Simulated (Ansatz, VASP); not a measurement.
**One calculation of SiC, two programs**

```xyz
4
Lattice="3.0918 0.0000 0.0000 -1.5459 2.6775 0.0000 0.0000 0.0000 5.0740" Properties=species:S:1:pos:R:3 pbc="T T T"
Si    0.0000    1.7850    0.0232
Si    1.5459    0.8925    2.5602
C    -0.1414    1.6436    1.7303
C     1.5459    0.8925    4.4674
```

Alike in both runs: task single point; functional PBE; k mesh 12 × 12 × 6; occupations gaussian, width 0.05 eV; no spin polarisation.

|  | VASP | Ansatz |
| --- | --- | --- |
| version | VASP 6.6.1 | Ansatz 0.2.0 |
| potentials or method | VASP PAW PBE potentials, release 64 (Si, C), cutoff 520 eV | scalar-relativistic, plane waves, PAW |
| valence electrons in the cell | 16 | 16 |

```csv
,VASP,Ansatz,Ansatz less VASP
gap on the k mesh at the Fermi level (eV),1.21,1.22,+0.007
least direct gap on the mesh (eV),3.47,3.48,+0.007
pressure (GPa),5.1,5.1,+0.06
"traceless stress, the component that is largest in VASP (GPa)",9.93,9.93,-0.006
rms of the force components (eV/Å),2.138,2.139,+0.0013
```

Atom by atom the forces differ by 0.004 eV/Å (rms over components).
